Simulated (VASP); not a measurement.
Set up this calculation in VASP 6.6.1, as the native input.

* Task: single point
* Functional: PBE
* Potentials or basis: VASP PAW PBE potentials, release 64 (Cd, Te)
* Cutoff: 520 eV
* k mesh: 10 × 10 × 10
* Occupations: gaussian, width 0.02 eV
* Spin: no spin polarisation
* Dipole correction: no
* Further INCAR settings: ALGO = Normal; EDIFF = 1e-07; NBANDS = 16

The structure of CdTe lies in POSCAR:

```
CdTe
1.0
    0.0000000000      3.3088763839      3.3088763839
    3.3088763839      0.0000000000      3.3088763839
    3.3088763839      3.3088763839      0.0000000000
Cd Te
1 1
Direct
    0.0000000000      0.0000000000      0.0000000000
    0.7500000000      0.7500000000      0.7500000000
```

The input as run:

INCAR

```
SYSTEM = CdTe
ALGO = Normal
EDIFF = 1E-7
ENCUT = 520
GGA = PE
ISIF = 2
ISMEAR = 0
LASPH = .True.
LCHARG = .True.
LELF = .True.
LREAL = .False.
LVHAR = .True.
LWAVE = .False.
NBANDS = 16
NELM = 100
PREC = Accurate
SIGMA = 0.02
```

KPOINTS

```
k-points
0
Gamma
  10 10 10
  0 0 0
```

Potentials or basis: VASP PAW PBE potentials, release 64 (Cd, Te).

Run with:

```sh
$ cat potpaw_PBE.64/Cd/POTCAR potpaw_PBE.64/Te/POTCAR > POTCAR
$ mpirun -np 1 vasp_std > vasp.out
```

It gave:

```yaml
Pressure: 0.1 GPa
Band_gap_on_the_k_mesh: 0.58 eV
```

Caveat: spin-orbit coupling is left out, which moves the levels of the heavy elements.

It took 96 s on 1 thread of Intel Xeon 8259CL, with other jobs on the host, peak memory 0.24 GiB.
